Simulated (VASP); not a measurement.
Input of a VASP 6.6.1 run:

File INCAR:

```
ALGO = Normal
EDIFF = 1E-7
ENCUT = 520
GGA = PE
ISIF = 2
ISMEAR = 0
ISPIN = 2
LASPH = T
LCHARG = T
LDAU = T
LDAUJ = 0 0
LDAUL = 2 -1
LDAUPRINT = 1
LDAUTYPE = 2
LDAUU = 2 0
LELF = T
LMAXMIX = 4
LORBIT = 11
LREAL = F
LVHAR = T
LWAVE = F
MAGMOM = 4 0
NBANDS = 18
NELM = 150
PREC = Accurate
SIGMA = 0.05
```

Contents of KPOINTS:

```
k-points
0
Gamma
  14 14 14
```

Contents of POSCAR:

```
FeO
1.0
    0.0000000000      2.1542589956      2.1542589956
    2.1542589956      0.0000000000      2.1542589956
    2.1542589956      2.1542589956      0.0000000000
Fe O
1 1
Direct
    0.0000000000      0.0000000000      0.0000000000
    0.5000000000      0.5000000000      0.5000000000
```

Potentials or basis: VASP PAW PBE potentials, release 64 (Fe, O).

Run with:

```console
$ cat potpaw_PBE.64/Fe/POTCAR potpaw_PBE.64/O/POTCAR > POTCAR
$ mpirun -np 1 vasp_std > vasp.out
```

(1) What does it give for the net moment?

(2) Predict the pressure.

Answers

(1) 4.00 μB per cell.

(2) 0.1 GPa.

Caveat: a cell with one magnetic atom can't hold antiferromagnetic order, which such compounds often take.

**The experiment to reproduce.**

“W\"ustite: Electric, thermodynamic and optical properties of FeO”, 2012, arxiv:1203.1201 quotes, for a bulk crystal of FeO: band gap 2.4 eV (optical).

Against the measured gap of FeO, 2.4 eV (optical; quoted in “W\"ustite: Electric, thermodynamic and optical properties of FeO”, 2012, arxiv:1203.1201), the calculated 0.00 eV is off by -2.40 eV. So large a miss can be the level of theory's own, or it may mean another phase, state or a wrong row. The value is that of PBE+U on a finite k mesh, which can miss the band edges, without temperature or zero-point motion. The run's magnetic order (collinear spin, ferromagnetic start) needn't be the measured crystal's.
